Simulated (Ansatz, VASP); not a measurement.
**Two plane-wave programs on HfN**

```
CELL_PARAMETERS angstrom
2.61777 0.00000 0.00000
0.00000 2.61777 0.00000
0.00000 0.00000 3.43114
ATOMIC_POSITIONS crystal
Hf 0.50000 0.50000 0.50000
N 0.00000 0.00000 0.00000
```

Alike in both runs: task single point; functional r2SCAN; k mesh 8 × 8 × 6; occupations gaussian, width 0.1 eV; no spin polarisation.

|  | VASP | Ansatz |
| --- | --- | --- |
| version | VASP 6.6.1 | Ansatz 0.2.0 |
| potentials or method | VASP PAW PBE potentials, release 64 (Hf_pv, N), cutoff 660 eV | scalar-relativistic, plane waves, PAW |
| valence electrons in the cell | 15 | 31 |

|  | VASP | Ansatz | Ansatz less VASP |
| --- | --- | --- | --- |
| gap on the k mesh at the Fermi level (eV) | none | none | - |
| pressure (GPa) | -1.4 | 0.7 | +2.10 |
| traceless stress, the component that is largest in VASP (GPa) | -83.47 | -83.64 | -0.164 |

VASP's potentials were made for PBE, not for r2SCAN. A gap of «none» marks a metal or a gap that the smearing closes. VASP's potentials hold 15 valence electrons a cell and Ansatz's 31, so a difference there can come from the potentials and not from the codes.

Neither program's run includes spin-orbit coupling.
